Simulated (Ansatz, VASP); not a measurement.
# One calculation of Re, two programs

```
CELL_PARAMETERS angstrom
-1.55761 1.55761 1.55761
1.55761 -1.55761 1.55761
1.55761 1.55761 -1.55761
ATOMIC_POSITIONS crystal
Re 0.00000 0.00000 0.00000
```

Alike in both runs: functional PBE; k mesh 19 × 19 × 19; occupations fermi-dirac, width 0.05 eV; non-collinear spin, spin-orbit coupling.

Ansatz relaxed the structure, and its values are those at the end. VASP's run is a single point on that final structure, the one shown.

```csv
,VASP,Ansatz
version,VASP 6.6.1,Ansatz 0.2.0
potentials or method,"VASP PAW PBE potentials, release 64 (Re), cutoff 520 eV",all-electron LAPW
```

Ansatz gave:

- pressure (GPa): 0.0
- net moment per atom (μB): 0.00

What did VASP give for the same quantities?

Pressure (GPa): -0.4; net moment per atom (μB): 0.00.

Ansatz ran all-electron here, and VASP with PAW potentials.
